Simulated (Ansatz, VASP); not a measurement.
Pd in VASP and in Ansatz

```
Pd
1.0
     3.15879    0.00000    0.00000
     0.00000    3.15879    0.00000
     0.00000    0.00000    3.15879
Pd
2
Direct
  0.00000 0.00000 0.00000
  0.50000 0.50000 0.50000
```

Alike in both runs: task single point; functional revPBE; k mesh 11 × 11 × 11; occupations fermi-dirac, width 0.05 eV; collinear spin.

|  | VASP | Ansatz |
| --- | --- | --- |
| version | VASP 6.6.1 | Ansatz 0.2.0 |
| potentials or method | VASP PAW PBE potentials, release 64 (Pd), cutoff 520 eV | plane waves (420 eV) with PAW, scalar-relativistic |
| valence electrons in the cell | 20 | 36 |

```csv
,VASP,Ansatz,Ansatz less VASP
pressure (GPa),-0.2,0.0,+0.25
net moment per atom (μB),0.00,0.00,0.000
```

VASP's potentials were made for PBE, not for revPBE. VASP's potentials hold 20 valence electrons a cell and Ansatz's 36, so a difference there can come from the potentials and not from the codes. Ansatz's warnings: seeded moment not kept.
